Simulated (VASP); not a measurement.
A run of VASP 6.6.1 is set up as follows.

Contents of INCAR:

```
SYSTEM = Pd
PREC     = Accurate       ! precision mode
ENCUT    = 600            ! plane-wave cutoff, eV
EDIFF    = 1E-6           ! SCF threshold, eV
ISMEAR   = 0              ! smearing method
SIGMA    = 0.1            ! smearing width, eV
LREAL    = .False.        ! projectors in reciprocal space
LASPH    = .True.         ! aspherical terms in the spheres
NELM     = 80             ! most SCF steps
ALGO     = Fast           ! electronic algorithm
ISIF     = 3              ! what is computed and relaxed
LWAVE    = .False.        ! write WAVECAR
LCHARG   = .False.        ! write CHGCAR
GGA      = PS             ! functional
IBRION   = 2              ! ionic algorithm
NSW      = 90             ! ionic steps
EDIFFG   = -0.04          ! ionic threshold
```

The input KPOINTS:

```
regular mesh
0
Gamma
  9 9 8
  0 0 0
```

File POSCAR:

```
Pd
1.0
    2.6625735786      0.0000000000      0.0000000000
   -1.3312867893      2.3058563585      0.0000000000
    0.0000000000      0.0000000000      2.4878421875
Pd
1
Direct
    0.0000000000      0.0000000000      0.0000000000
```

Potentials or basis: VASP PAW PBE potentials, release 64 (Pd).

Run with:

```sh
$ cat potpaw_PBE.64/Pd/POTCAR > POTCAR
$ mpirun -np 1 vasp_std > vasp.out
```

Q: Estimate the relaxed cell.

A: a = 2.644 Å, b = 2.644 Å, c = 2.593 Å, α = 90.00°, β = 90.00°, γ = 120.00°.

Q: Estimate the band gap on the k mesh.

A: Zero (bands 5 and 6 overlap by 2.10 eV).

Final structure:
```
Pd
1.0
     2.64448    0.00000    0.00000
    -1.32224    2.29019    0.00000
     0.00000    0.00000    2.59289
Pd
1
Direct
  0.00000 0.00000 0.00000
```
